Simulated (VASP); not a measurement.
V:

```
V
1.0
     2.61487    0.00000    0.00000
    -1.30744    2.26455    0.00000
     0.00000    0.00000    4.23609
V
2
Direct
  0.33333 0.66667 0.25000
  0.66667 0.33333 0.75000
```

| Quantity | Value |
| --- | --- |
| Program | VASP 6.6.1 |
| Task | relaxation of cell and atoms |
| Functional | LDA |
| Potentials or basis | VASP PAW LDA potentials, release 64 (V_sv) |
| Cutoff | 600 eV |
| k mesh | 18 × 18 × 10 |
| Occupations | fermi-dirac, width 0.08 eV |
| Spin | no spin polarisation |

At the start: pressure 7.1 GPa; volume 12.54 Å³/atom.

Q: How do energy, volume and symmetry change on relaxing?

A: Over 11 steps the energy falls by 54.5 meV/atom and the volume is 12.93 Å³/atom (+3.1 %); space group P6_3/mmc (No. 194, to 0.05 Å).

The path:
```tsv
step	energy change (eV)	largest force (eV/Å)	pressure (GPa)	volume (Å³)
1	0.0000	0.0000	7.10	25.08
2	-0.0200	0.0000	-8.45	27.14
3	-0.0360	0.0000	-2.76	26.30
4	-0.0826	0.0000	-3.36	26.33
5	-0.0078	0.0000	-1.42	26.20
6	-0.1022	0.0000	-3.46	26.33
7	-0.1039	0.0000	-3.45	26.33
8	-0.0962	0.0000	5.81	25.15
9	-0.1090	0.0000	0.04	25.86
10	-0.1090	0.0000	-0.17	25.87
11	-0.1091	0.0000	0.02	25.87
```

Final structure:
```
CELL_PARAMETERS angstrom
2.53979 0.00000 0.00000
-1.26989 2.19952 0.00000
0.00000 0.00000 4.63010
ATOMIC_POSITIONS crystal
V 0.33333 0.66667 0.25000
V 0.66667 0.33333 0.75000
```
